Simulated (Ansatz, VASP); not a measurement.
**Two plane-wave programs on Mg2Te3O**

```
CELL_PARAMETERS angstrom
-2.94688 2.94688 5.52453
2.94688 -2.94688 5.52453
2.94688 2.94688 -5.52453
ATOMIC_POSITIONS crystal
Mg 0.75000 0.25000 0.50000
Mg 0.25000 0.75000 0.50000
Te 0.50000 0.50000 0.00000
Te 0.50000 0.00000 0.50000
Te 0.00000 0.50000 0.50000
O 0.00000 0.00000 0.00000
```

Alike in both runs: functional PBE; k mesh 4 × 4 × 4; occupations gaussian, width 0.1 eV; no spin polarisation.

Ansatz relaxed the structure, and its values are those at the end. VASP's run is a single point on that final structure, the one shown.

|  | VASP | Ansatz |
| --- | --- | --- |
| version | VASP 6.6.1 | Ansatz 0.2.0 |
| potentials or method | VASP PAW PBE potentials, release 64 (Mg, Te, O), cutoff 520 eV | scalar-relativistic, plane waves, PAW |
| valence electrons in the cell | 28 | 74 |

```csv
,VASP,Ansatz,Ansatz less VASP
gap on the k mesh at the Fermi level (eV),none,none,-
pressure (GPa),0.0,0.0,+0.04
```

A gap of «none» marks a metal or a gap that the smearing closes. VASP's potentials hold 28 valence electrons a cell and Ansatz's 74, so a difference there can come from the potentials and not from the codes.

The k mesh is coarse, so the values compare programs but aren't converged. Neither program's run includes spin-orbit coupling.
